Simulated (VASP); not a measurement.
Wanted: the native input for a VASP 6.6.1 run.

* Task: single point
* Functional: PBE
* Dispersion: D3(BJ)
* Potentials or basis: VASP PAW PBE potentials, release 64 (Se, In_d, H)
* Cutoff: 520 eV
* k mesh: 9 × 9 × 1
* Occupations: gaussian, width 0.05 eV
* Spin: collinear spin
* Starting moments: [0.0, 0.0, 0.0, 0.0, 1.0] μB
* Dipole correction: yes
* Further INCAR settings: ALGO = Fast; EDIFF = 1e-07; NBANDS = 32

The structure of In2HSe2 lies in POSCAR:

```
In2HSe2
1.0
    4.0266103726      0.0000000000      0.0000000000
   -2.0133051863      3.4871468738      0.0000000000
    0.0000000000      0.0000000000     20.8853553747
Se In H
2 2 1
Direct
    0.0000000000      0.0000000000      0.1915217591
    0.0000000000      0.0000000000      0.4493749427
    0.6666666667      0.3333333333      0.2535479421
    0.6666666667      0.3333333333      0.3873488619
    0.0000000000      0.4444444444      0.4672623864
```

These files were run (other wordings do the same):

INCAR

```
PREC = Accurate
ENCUT = 520
EDIFF = 1E-7
ISMEAR = 0
SIGMA = 0.05
LREAL = False
LASPH = True
NELM = 150
ALGO = Fast
ISIF = 2
LWAVE = False
LCHARG = False
ISPIN = 2
MAGMOM = 0 0 0 0 1
LORBIT = 11
LDIPOL = True
IDIPOL = 3
DIPOL = 0.5 0.5 0.350
GGA = PE
IVDW = 12
NBANDS = 32
```

KPOINTS

```
regular mesh
0
Gamma
  9 9 1
```

Potentials or basis: VASP PAW PBE potentials, release 64 (Se, In_d, H).

The run is started by

```sh
$ cat potpaw_PBE.64/Se/POTCAR potpaw_PBE.64/In_d/POTCAR potpaw_PBE.64/H/POTCAR > POTCAR
$ mpirun -np 1 vasp_std > vasp.out
```

Results of the run:

- Largest force: 1.018 eV/Å
- Net moment: 0.00 μB per cell
- Valence electrons inside the program's atomic spheres: Se 3.82, 3.83; In 11.40, 11.45; H 0.48
- Dispersion energy per atom: -0.193 eV

It took 32 min on 1 thread of Oxide Virtual Turin-like Processor, on a shared host, peak memory 0.82 GiB.
